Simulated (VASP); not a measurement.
BN: single point with PBE

Crystal: BN.

```
B N
1.0
     0.00000    1.66736    1.73985
     1.66736    0.00000    1.73985
     1.66736    1.66736    0.00000
B N
1 1
Direct
  0.00000 0.00000 0.00000
  0.75000 0.75000 0.75000
```

This cell differs from its parent crystal: strain -0.080 along x and y, -0.040 along z.

```json
{
 "Program": "VASP 6.6.1",
 "Task": "single point",
 "Functional": "PBE",
 "Potentials or basis": "VASP PAW PBE potentials, release 64 (B, N)",
 "Cutoff": "600 eV",
 "k mesh": "12 × 12 × 12",
 "Occupations": "gaussian, width 0.05 eV",
 "Spin": "no spin polarisation",
 "Dipole correction": "no",
 "Further INCAR settings": "ALGO = Normal; EDIFF = 1e-06; NBANDS = 11"
}
```

```json
{
  "Pressure": "113.0 GPa",
  "Band gap on the k mesh": "4.19 eV, indirect (least direct gap 9.52 eV)"
}
```

Stress tensor (GPa, compression positive):
```
124.09   0.00   0.00
  0.00 124.09   0.00
  0.00   0.00  90.86
```

Levels at points of the mesh, in eV from the valence-band top:
```
           k point  band 2  band 3  band 4  band 5  band 6  band 7
(0.00, 0.00, 0.00)   -0.52    0.00    0.00    9.52    9.52    9.84
(0.50, 0.00, 0.00)  -12.84   -2.93   -2.11   10.87   11.95   13.18
(0.50, 0.50, 0.00)  -10.98   -5.68   -5.68    5.10   10.89   20.93
(0.50, 0.00, 0.50)  -10.28   -6.38   -6.35    4.19    9.81   20.54
```

It took 11 s on 1 thread of Intel(R) Xeon(R) Platinum 8488C (Sapphire Rapids) (shared host), peak memory 0.13 GiB.

Caveat: the cell differs from its parent crystal (strain -0.080 along x and y, -0.040 along z). A k mesh can miss the band edges.
